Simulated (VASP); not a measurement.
Here is a VASP 6.6.1 calculation.

Contents of INCAR:

```
PREC = Accurate ; ENCUT = 520
EDIFF = 1E-7 ; ISMEAR = 0
SIGMA = 0.1 ; LREAL = F
LASPH = T ; NELM = 80
ALGO = Normal ; ISIF = 2
LWAVE = F ; LCHARG = T
GGA = PE ; LELF = T
LVHAR = T ; NBANDS = 28
```

Contents of KPOINTS:

```
Automatic mesh
0
Gamma
  10 10 6
```

POSCAR

```
ZrSi3N3
1.0
    4.1323622612      0.0000000000      0.0000000000
    0.0000000000      4.1323622612      0.0000000000
    0.0000000000      0.0000000000      7.3813520589
Zr Si N
1 3 3
Direct
    0.0000000000      0.0000000000      0.2067324300
    0.5000000000      0.0000000000      0.8716226728
    0.0000000000      0.5000000000      0.8716226728
    0.0000000000      0.0000000000      0.6913810778
    0.5000000000      0.0000000000      0.0971131816
    0.0000000000      0.5000000000      0.0971131816
    0.0000000000      0.0000000000      0.4718227535
```

Potentials or basis: VASP PAW PBE potentials, release 64 (Zr_sv, Si, N).

Launch:

```sh
$ cat potpaw_PBE.64/Zr_sv/POTCAR potpaw_PBE.64/Si/POTCAR potpaw_PBE.64/N/POTCAR > POTCAR
$ mpirun -np 1 vasp_std > vasp.out
```

(1) Predict the pressure.

(2) Predict the largest force.

Results:

(1) 0.0 GPa.

(2) 0.044 eV/Å.
